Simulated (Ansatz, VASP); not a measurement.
## Te2Mo: VASP beside Ansatz

```
Te Mo
1.0
     3.51212    0.00000    0.00000
    -1.75606    3.04158    0.00000
     0.00000    0.00000   17.28722
Te Mo
2 1
Direct
  0.33333 0.66667 0.10214
  0.33333 0.66667 0.89786
  0.00000 0.00000 0.00000
```

Alike in both runs: task single point; functional LDA; k mesh 9 × 9 × 2; occupations fermi-dirac, width 0.05 eV; no spin polarisation.

```csv
,VASP,Ansatz
version,VASP 6.6.1,Ansatz 0.2.0
potentials or method,"VASP PAW LDA potentials, release 64 (Te, Mo_sv)",Ansatz PAW
plane-wave cutoff (eV),520,420
valence electrons in the cell,26,46
```

|  | VASP | Ansatz | Ansatz less VASP |
| --- | --- | --- | --- |
| gap on the k mesh at the Fermi level (eV) | 1.11 | 1.11 | 0.000 |
| least direct gap on the mesh (eV) | 1.11 | 1.11 | 0.000 |
| rms of the force components (eV/Å) | 0.108 | 0.080 | -0.0279 |

LDA's correlation is that of Perdew and Zunger in VASP and of Perdew and Wang (1992) in Ansatz. Atom by atom the forces differ by 0.028 eV/Å (rms over components). VASP's potentials hold 26 valence electrons a cell and Ansatz's 46, so a difference there can come from the potentials and not from the codes.

Spin-orbit coupling is off throughout. Noted on Ansatz's run: odd divisions of the mesh miss points on the zone boundary, where band edges often lie, so the gap on the mesh can be too wide.
